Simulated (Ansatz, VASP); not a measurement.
**One calculation of HgTe, two programs**

Contents of POSCAR:

```
HgTe
1.0
    0.0000000000      3.3180334618      3.3180334618
    3.3180334618      0.0000000000      3.3180334618
    3.3180334618      3.3180334618      0.0000000000
Hg Te
1 1
Direct
    0.0000000000      0.0000000000      0.0000000000
    0.2500000000      0.2500000000      0.2500000000
```

The input INCAR.step1:

```
ALGO = Normal
EDIFF = 1E-4
ENCUT = 520
GGA = PE
ISMEAR = 0
LASPH = T
LCHARG = F
LREAL = F
LWAVE = T
NBANDS = 16
NELM = 60
PREC = Accurate
SIGMA = 0.1
```

Contents of INCAR.step2:

```
ALGO = Normal
EDIFF = 1E-7
ENCUT = 520
ISIF = 2
ISMEAR = 0
ISTART = 1
LASPH = T
LCHARG = T
LELF = T
LMIXTAU = T
LREAL = F
LVHAR = T
LWAVE = F
METAGGA = R2SCAN
NBANDS = 16
NELM = 60
PREC = Accurate
SIGMA = 0.1
```

KPOINTS

```
k-points
0
Gamma
  12 12 12
```

Input for Ansatz:

```yaml
crystal:
  lattice:
    - [0.0, 3.3180335017, 3.3180335017]
    - [3.3180335017, 0.0, 3.3180335017]
    - [3.3180335017, 3.3180335017, 0.0]
  atoms:
    - { symbol: Hg, position: [0.0, 0.0, 0.0] }
    - { symbol: Te, position: [0.25, 0.25, 0.25] }
basis:
  ecutwfc: 500
kpoints:
  mp_grid: { grid: [12, 12, 12] }
hamiltonian:
  xc: r2scan
scf:
  occupations: { method: gaussian, width: 0.1 }
output:
  forces: true
  stress: true
  eigenvalues: true
```

Alike in both runs: task single point; functional r2SCAN; k mesh 12 × 12 × 12; occupations gaussian, width 0.1 eV; no spin polarisation.

|  | VASP | Ansatz |
| --- | --- | --- |
| version | VASP 6.6.1 | Ansatz 0.2.0 |
| potentials or method | VASP PAW PBE potentials, release 64 (Hg, Te), cutoff 520 eV | scalar-relativistic, plane waves, PAW |
| valence electrons in the cell | 18 | 36 |

VASP gave:

```
gap on the k mesh at the Fermi level (eV) : none
pressure (GPa)                            : -1.0
```

Q: Estimate Ansatz's values.

A: gap on the k mesh at the Fermi level (eV): none; pressure (GPa): -1.1.

VASP's potentials were made for PBE, not for r2SCAN. A gap of «none» marks a metal or a gap that the smearing closes. VASP's potentials hold 18 valence electrons a cell and Ansatz's 36, so a difference there can come from the potentials and not from the codes.

Spin-orbit coupling is off throughout.
